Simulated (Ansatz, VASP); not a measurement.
Two plane-wave programs on Zn2CdSe3

```xyz
6
Lattice="4.3935 0.0000 0.0000 -2.1968 3.8049 0.0000 0.0000 0.0000 8.8564" Properties=species:S:1:pos:R:3 pbc="T T T"
Zn    0.0000    2.5366    4.4282
Zn    2.1968    1.2683    4.4282
Cd    0.0000    0.0000    4.4282
Se    0.0000    0.0000    6.8076
Se    0.0000    0.0000    2.0488
Se    0.0000    0.0000    0.0000
```

Alike in both runs: task relaxation of cell and atoms; functional PBE; k mesh 6 × 6 × 2; occupations gaussian, width 0.1 eV; no spin polarisation.

|  | VASP | Ansatz |
| --- | --- | --- |
| version | VASP 6.6.1 | Ansatz 0.2.0 |
| potentials or method | VASP PAW PBE potentials, release 64 (Zn, Cd, Se), cutoff 600 eV | scalar-relativistic, plane waves, PAW |
| valence electrons in the cell | 54 | 92 |

Ansatz gave:

```
gap on the k mesh at the Fermi level, each at its own relaxed structure (eV)  : none
relaxed volume (Å³/atom)                                                      : 32.65
relaxed length of the cell vector where the two differ most in proportion (Å) : 4.723
```

Q: Estimate VASP's values.

A: gap on the k mesh at the Fermi level, each at its own relaxed structure (eV): none; relaxed volume (Å³/atom): 32.95; relaxed length of the cell vector where the two differ most in proportion (Å): 4.745.

A gap of «none» marks a metal or a gap that the smearing closes. VASP's potentials hold 54 valence electrons a cell and Ansatz's 92, so a difference there can come from the potentials and not from the codes.

Noted on VASP's run: the volume moved by over 15 % at a fixed basis, so the end points are rough.
